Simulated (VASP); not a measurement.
# CdW3 (Pm-3m) in VASP: relaxation of cell and atoms with PBE

Aim: the relaxation of cell and atoms of CdW3 with PBE.

Everything below comes from runs of VASP 6.6.1. Logs are shortened: lines on timing, memory, paths and dates and some standing lists are left out, and cuts for length are marked.

### Step 1. The cell of the first run

The structure is cubic, space group Pm-3m (No. 221). Conventional cell: a = 4.056 Å, b = 4.056 Å, c = 4.056 Å, α = 90.00°, β = 90.00°, γ = 90.00°. Within 3.8 Å of Cd (site symmetry m-3m) lie 12 W at 2.87 Å. W (site symmetry 4/mmm) has 4 Cd at 2.87 Å and 8 W at 2.87 Å within 3.8 Å.

### Step 2. Relaxation of cell and atoms, PBE

File INCAR:

```
PREC     = Accurate       # precision mode
ENCUT    = 600            # plane-wave cutoff, eV
EDIFF    = 1E-6           # SCF threshold, eV
ISMEAR   = 0              # smearing method
SIGMA    = 0.1            # smearing width, eV
LREAL    = False          # projectors in reciprocal space
LASPH    = True           # aspherical terms in the spheres
NELM     = 100            # most SCF steps
ALGO     = Normal         # electronic algorithm
ISIF     = 3              # what is computed and relaxed
LWAVE    = False          # write WAVECAR
LCHARG   = False          # write CHGCAR
GGA      = PE             # functional
IBRION   = 2              # ionic algorithm
NSW      = 100            # ionic steps
EDIFFG   = -0.01          # ionic threshold
```

File KPOINTS:

```
regular mesh
0
Gamma
  12 12 12
```

File POSCAR:

```
CdW3
1.0
    4.0560116945      0.0000000000      0.0000000000
    0.0000000000      4.0560116945      0.0000000000
    0.0000000000      0.0000000000      4.0560116945
Cd W
1 3
Direct
    0.0000000000      0.0000000000      0.0000000000
    0.0000000000      0.5000000000      0.5000000000
    0.5000000000      0.0000000000      0.5000000000
    0.5000000000      0.5000000000      0.0000000000
```

Potentials or basis: VASP PAW PBE potentials, release 64 (Cd, W_sv).

Launch:

```
cat potpaw_PBE.64/Cd/POTCAR potpaw_PBE.64/W_sv/POTCAR > POTCAR
mpirun -np 1 vasp_std > vasp.out
```

OUTCAR:

```text
PREC = Accurate
   ENCUT = 600
   EDIFF = 1E-6
   ISMEAR = 0
   LREAL = False
   LASPH = True
   NELM = 100
   ISIF = 3
   GGA = PE
   IBRION = 2
   NSW = 100
   EDIFFG = -0.01

 ion  position               nearest neighbor table
   1  0.000  0.000  0.000-   2 2.87   3 2.87   4 2.87   2 2.87   3 2.87   2 2.87   4 2.87   2 2.87
                             3 2.87   4 2.87   3 2.87   4 2.87
   2  0.000  0.500  0.500-   1 2.87   3 2.87   4 2.87   1 2.87   4 2.87   1 2.87   3 2.87   1 2.87
                             3 2.87   4 2.87   4 2.87   3 2.87
   3  0.500  0.000  0.500-   1 2.87   2 2.87   4 2.87   1 2.87   4 2.87   2 2.87   4 2.87   4 2.87
                             1 2.87   2 2.87   1 2.87   2 2.87
   4  0.500  0.500  0.000-   1 2.87   2 2.87   3 2.87   2 2.87   3 2.87   1 2.87   3 2.87   3 2.87
                             1 2.87   2 2.87   2 2.87   1 2.87

  LATTYP: Found a simple cubic cell.
 ALAT       =     4.0560116945

  Lattice vectors:

 A1 = (   4.0560116945,   0.0000000000,   0.0000000000)
 A2 = (   0.0000000000,   4.0560116945,   0.0000000000)
 A3 = (   0.0000000000,   0.0000000000,   4.0560116945)

Analysis of symmetry for initial positions (statically):
=====================================================================
 Subroutine PRICEL returns:
 Original cell was already a primitive cell.

 Routine SETGRP: Setting up the symmetry group for a
 simple cubic supercell.

 Subroutine GETGRP returns: Found 48 space group operations
 (whereof 48 operations were pure point group operations)
 out of a pool of 48 trial point group operations.

The static configuration has the point symmetry O_h .

Analysis of symmetry for dynamics (positions and initial velocities):
=====================================================================
 Subroutine PRICEL returns:
 Original cell was already a primitive cell.

 Routine SETGRP: Setting up the symmetry group for a
 simple cubic supercell.

 Subroutine GETGRP returns: Found 48 space group operations
 (whereof 48 operations were pure point group operations)
 out of a pool of 48 trial point group operations.

The dynamic configuration has the point symmetry O_h .

 Subroutine INISYM returns: Found 48 space group operations
 (whereof 48 operations are pure point group operations),
 and found     1 'primitive' translations

----------------------------------------------------------------------------------------

                                     Primitive cell
[... 98 lines left out ...]
   NSW    =    100    number of steps for IOM
   IBRION =      2    ionic relax: 0-MD 1-quasi-New 2-CG
   NFREE  =      1    steps in history (QN), initial steepest desc. (CG)
   ISIF   =      3    stress and relaxation
   ISYM   =      2    0-nonsym 1-usesym 2-fastsym
   POTIM  = 0.5000    time-step for ionic-motion
   TEBEG  =    0.0;   TEEND  =   0.0 temperature during run
   PSTRESS=    0.0 pullay stress
   NELECT =      54.0000    total number of electrons
   NUPDOWN=      -1.0000    fix difference up-down
   EMIN   =  10.00;   EMAX   =-10.00  energy-range for DOS
   EFERMI =   0.00;   METHOD = LEGACY
   ISMEAR =     0;   SIGMA  =   0.10  broadening in eV -4-tet -1-fermi 0-gaus
   EFERMI_NEDOS =   21; number of points for ismear=-14 and -15
   IALGO  =     38    algorithm
   IMIX   =      4    mixing-type and parameters
     AMIX     =   0.40;   BMIX     =  1.00
     AMIX_MAG =   1.60;   BMIX_MAG =  1.00
  volume/ion in A,a.u.               =      16.68       112.57
  Fermi-wavevector in a.u.,A,eV,Ry     =   1.525598  2.882963 31.666885  2.327450
  Thomas-Fermi vector in A             =   2.633747
   LORBIT       =      0    0 simple, 1 ext, 2 COOP (PROOUT), +10 PAW based schemes
   GGA     = PE    functional components
   LHFCALC =     F    Hartree Fock is set to
   AEXX    =    0.0000 exact exchange contribution
   IVDW    =     0    specifies the selected vdW correction
   LEPSILON=     F    determine dielectric tensor
   LRPA    =     F    only Hartree local field effects (RPA)
 conjugate gradient relaxation of ions
 non-spin polarized calculation
 Gauss-broadening in eV      SIGMA  =   0.10
  energy-cutoff  :      600.00
  volume of cell :       66.73
 maximum number of plane-waves:      2272
   NGX = 17   NGY = 17   NGZ = 17

--------------------------------------- Ionic step        1  -------------------------------------------

 number of electron      53.9999984 magnetization

 Free energy of the ion-electron system (eV)
  ---------------------------------------------------
  ext. energy  EPLUGINS =         0.00000000
  ---------------------------------------------------
  free energy    TOTEN  =       -37.19501808 eV

  energy without entropy =      -37.18511410  energy(sigma->0) =      -37.19006609

------------------------ aborting loop because EDIFF is reached ----------------------------------------

  FORCE on cell =-STRESS in cart. coord.  units (eV):
  Direction    XX          YY          ZZ          XY          YZ          ZX
  --------------------------------------------------------------------------------------
  -------------------------------------------------------------------------------------
  Total        0.3098798      0.3098798      0.3098798      0.0000000     -0.0000000     -0.0000000
  in kB        7.4405704      7.4405704      7.4405704      0.0000000     -0.0000000     -0.0000000
  external PRESSURE =       7.4405704 kB  Pullay stress =       0.0000000 kB
[... 63 lines left out ...]
--------------------------------------- Ionic step        3  -------------------------------------------

 number of electron      53.9999985 magnetization

 Free energy of the ion-electron system (eV)
  ---------------------------------------------------
  ext. energy  EPLUGINS =         0.00000000
  ---------------------------------------------------
  free energy    TOTEN  =       -37.19551538 eV

  energy without entropy =      -37.18558954  energy(sigma->0) =      -37.19055246

 E-fermi :   9.0063     XC(G=0): -13.1274

 val. band max:        8.9872045180   @ k =   0.5000   0.4167   0.1667
 cond. band min:       9.0077605891   @ k =   0.4167   0.3333   0.2500
 fundamental gap:      0.0205560710
 Fermi energy:         9.0062512668

 k-point     1 :       0.0000    0.0000    0.0000
  band No.  band energies     occupation
      1     -65.0726      2.00000
      2     -64.9763      2.00000
      3     -64.9763      2.00000
      4     -29.5750      2.00000
      5     -29.5750      2.00000
      6     -29.5750      2.00000
[... 829 lines left out ...]
     31      10.7675      0.00000
     32      10.8629      0.00000

 [... further k-points ...]
[... 5 lines left out ...]
  --------------------------------------------------------------------------------------
  -------------------------------------------------------------------------------------
  Total        0.0032910      0.0032910      0.0032910      0.0000000     -0.0000000      0.0000000
  in kB        0.0787696      0.0787696      0.0787696      0.0000000     -0.0000000      0.0000000
  external PRESSURE =       0.0787696 kB  Pullay stress =       0.0000000 kB
[... 19 lines left out ...]
  FREE ENERGIE OF THE ION-ELECTRON SYSTEM (eV)
  ---------------------------------------------------
  free  energy   TOTEN  =       -37.1955153764 eV

  energy  without entropy=      -37.1855895408  energy(sigma->0) =      -37.19055246

 reached required accuracy - stopping structural energy minimisation
```

OSZICAR:

```text
N       E                     dE             d eps       ncg     rms          rms(c)
DAV:   1     0.694214146180E+03    0.69421E+03   -0.35118E+04  5464   0.215E+03
DAV:   2    -0.610938919674E+01   -0.70032E+03   -0.69140E+03  5672   0.627E+02
DAV:   3    -0.385866595879E+02   -0.32477E+02   -0.31794E+02  6616   0.130E+02
[... 21 lines left out ...]
DAV:   2    -0.371998836879E+02    0.31642E-01   -0.76805E-02  5376   0.249E+00    0.531E-01
DAV:   3    -0.371955176369E+02    0.43661E-02   -0.18145E-02  5848   0.971E-01    0.377E-01
DAV:   4    -0.371955325833E+02   -0.14946E-04   -0.39415E-04  6040   0.154E-01    0.179E-01
DAV:   5    -0.371955136997E+02    0.18884E-04   -0.25514E-04  5768   0.124E-01    0.178E-02
DAV:   6    -0.371955163033E+02   -0.26036E-05   -0.12506E-05  6440   0.273E-02    0.945E-03
DAV:   7    -0.371955153764E+02    0.92692E-06   -0.29929E-07  3160   0.438E-03
   3 F= -.37195515E+02 E0= -.37190552E+02  d E =-.497298E-03
```

Wall time 1.7 min (1 thread of Intel Xeon 6975P-C (Granite Rapids), shared host); peak memory 0.31 GiB.

What came out:

```
Free energy                            : -37.1955 eV
Relaxed volume                         : 16.73 Å³/atom
Relaxed cell                           : a = 4.060 Å, b = 4.060 Å, c = 4.060 Å, α = 90.00°, β = 90.00°, γ = 90.00°
Space group after relaxing (to 0.05 Å) : Pm-3m (No. 221)
Energy gained by relaxing              : 0.1 meV/atom
Ionic steps                            : 3
Pressure after relaxing                : 0.0 GPa
Band gap on the k mesh                 : zero (band 27 reaches 10.40 eV, above the bottom of band 28 at 8.35 eV)
```

Step by step:
```csv
step,energy change (eV),largest force (eV/Å),pressure (GPa),volume (Å³)
1,0.0000,0.0000,0.74,66.73
2,0.0026,0.0000,-1.84,67.48
3,-0.0005,0.0000,0.01,66.94
```

Final structure:
```
Cd W
1.0
     4.06033    0.00000    0.00000
     0.00000    4.06033    0.00000
     0.00000    0.00000    4.06033
Cd W
1 3
Direct
  0.00000 0.00000 0.00000
  0.00000 0.50000 0.50000
  0.50000 0.00000 0.50000
  0.50000 0.50000 0.00000
```

Caveat: spin-orbit coupling is left out, which moves the levels of the heavy elements.
